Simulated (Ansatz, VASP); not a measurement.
## HfVS3: VASP beside Ansatz

```xyz
5
Lattice="4.1553 0.0000 0.0000 -2.0776 3.5986 0.0000 0.0000 0.0000 6.7467" Properties=species:S:1:pos:R:3 pbc="T T T"
Hf    0.0000    0.0000    3.3734
V     0.0000    2.3990    3.3734
S     0.0000    2.3990    5.3811
S     0.0000    2.3990    1.3656
S     0.0000    0.0000    0.0000
```

Alike in both runs: task single point; functional PBE; k mesh 6 × 6 × 4; occupations gaussian, width 0.1 eV; collinear spin.

|  | VASP | Ansatz |
| --- | --- | --- |
| version | VASP 6.6.1 | Ansatz 0.2.0 |
| potentials or method | VASP PAW PBE potentials, release 64 (Hf_pv, V_sv, S), cutoff 520 eV | scalar-relativistic, plane waves, PAW |
| valence electrons in the cell | 41 | 57 |

```tsv
	VASP	Ansatz	Ansatz less VASP
gap on the k mesh at the Fermi level (eV)	none	none	-
pressure (GPa)	14.1	14.5	+0.42
traceless stress, the component that is largest in VASP (GPa)	9.87	9.68	-0.195
rms of the force components (eV/Å)	0.518	0.527	+0.0089
net moment per atom (μB)	0.08	0.07	-0.002
size of the moment on the site where the two differ most (μB)	0.28	0.19	-0.087
```

Site moments also hang on the region over which each program counts them. Atom by atom the forces differ by 0.009 eV/Å (rms over components). A gap of «none» marks a metal or a gap that the smearing closes. VASP's potentials hold 41 valence electrons a cell and Ansatz's 57, so a difference there can come from the potentials and not from the codes.

Spin-orbit coupling is off throughout.
